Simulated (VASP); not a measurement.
**SiC: single point with r2SCAN**

The system is SiC.

```xyz
16
Lattice="1.5376 -2.6632 0.0000 0.0000 0.0000 -5.0482 9.9944 3.9948 2.5241" Properties=species:S:1:pos:R:3 pbc="T T T"
Si    8.4568    3.1071   -5.0249
Si    0.7688    0.4439   -5.0249
Si    3.8440    0.4439   -5.0249
Si    5.3816    3.1071   -5.0249
Si    9.9944    2.2193   -2.5008
Si    2.3064   -0.4439   -2.5008
Si    5.3816   -0.4439   -2.5008
Si    6.9192    2.2193   -2.5008
C     8.4568    3.1071   -3.1279
C     0.7688    0.4439   -3.1279
C     3.8440    0.4439   -3.1279
C     5.3816    3.1071   -3.1279
C     9.9944    2.2193   -0.6038
C     2.3064   -0.4439   -0.6038
C     5.3816   -0.4439   -0.6038
C     6.9192    2.2193   -0.6038
```

```
Program             : VASP 6.6.1
Task                : single point
Functional          : r2SCAN
Potentials or basis : VASP PAW PBE potentials, release 64 (Si, C)
Cutoff              : 520 eV
k mesh              : 7 × 5 × 2
Occupations         : gaussian, width 0.05 eV
Spin                : no spin polarisation
```

```yaml
Pressure: 4.1 GPa
Largest_force: 3.064 eV/Å
Band_gap_on_the_k_mesh: zero (bands 32 and 33 overlap by 0.65 eV)
```

Forces on the atoms (eV/Å):
```
Si   0.984  0.566 -0.011
Si   2.535  1.440  0.943
Si   0.191  0.107  0.040
Si   0.024  0.010  0.092
Si  -2.531 -1.441  0.944
Si  -0.986 -0.571 -0.012
Si  -0.022 -0.015  0.095
Si  -0.186 -0.106  0.037
C   -1.201 -0.689 -0.646
C    2.014  1.163 -0.322
C    0.195  0.118 -0.061
C    0.012  0.005 -0.046
C   -2.009 -1.155 -0.318
C    1.195  0.684 -0.640
C   -0.013 -0.005 -0.032
C   -0.203 -0.110 -0.063
```

Stress tensor (GPa, compression positive):
```
10.07  5.70  0.00
 5.70  3.33  0.00
 0.00  0.00 -1.00
```

Levels at points of the mesh, in eV from the Fermi level:
```
           k point  band 29  band 30  band 31  band 32  band 33  band 34  band 35  band 36
(0.00, 0.00, 0.00)    -1.34    -1.33    -0.65    -0.24     1.28     2.55     2.72     3.66
(0.00, 0.00, 0.50)    -1.31    -1.21    -0.79     0.18     1.41     2.30     3.28     3.62
```

Wall time 25 min on 1 thread of AMD EPYC 7R43 64-Core Processor (Zen 3) (shared host), peak memory 0.33 GiB.

Caveat: the cell stands under pressure; semilocal functionals underestimate gaps, so a narrow gap can read as zero; the PAW data sets were made with another functional, which shifts forces and pressure a little.
